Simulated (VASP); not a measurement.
Here is a VASP 6.6.1 calculation.

INCAR

```
SYSTEM = SnO2
ALGO = Normal
EDIFF = 1E-7
ENCUT = 520
GGA = PE
ISIF = 2
ISMEAR = 0
LASPH = .True.
LCHARG = .True.
LELF = .True.
LREAL = .False.
LVHAR = .True.
LWAVE = .False.
NBANDS = 20
NELM = 60
PREC = Accurate
SIGMA = 0.15
```

KPOINTS

```
k-points
0
Gamma
  16 16 16
  0 0 0
```

Contents of POSCAR:

```
SnO2
1.0
    0.0000000000      2.5716524213      2.6230854697
    2.5716524213      0.0000000000      2.6230854697
    2.5716524213      2.5716524213      0.0000000000
Sn O
1 2
Direct
    0.0000000000      0.0000000000      0.0000000000
    0.2500000000      0.2500000000      0.2500000000
    0.7500000000      0.7500000000      0.7500000000
```

Potentials or basis: VASP PAW PBE potentials, release 64 (Sn_d, O).

The run is started by

```console
$ cat potpaw_PBE.64/Sn_d/POTCAR potpaw_PBE.64/O/POTCAR > POTCAR
$ mpirun -np 1 vasp_std > vasp.out
```

Q: Estimate the pressure.

A: -3.0 GPa.

Q: Predict the band gap on the k mesh.

A: Zero (bands 13 and 14 overlap by 0.43 eV).

Stress tensor (GPa, compression positive):
```
-0.27  0.00  0.00
 0.00 -0.27  0.00
 0.00  0.00 -8.34
```

Caveat: the cell differs from its parent crystal (strain +0.0200 x Voigt [0, 0, 1, 0, 0, 0]); semilocal functionals underestimate gaps, so a narrow gap can read as zero; spin-orbit coupling is left out, which moves the levels of the heavy elements.
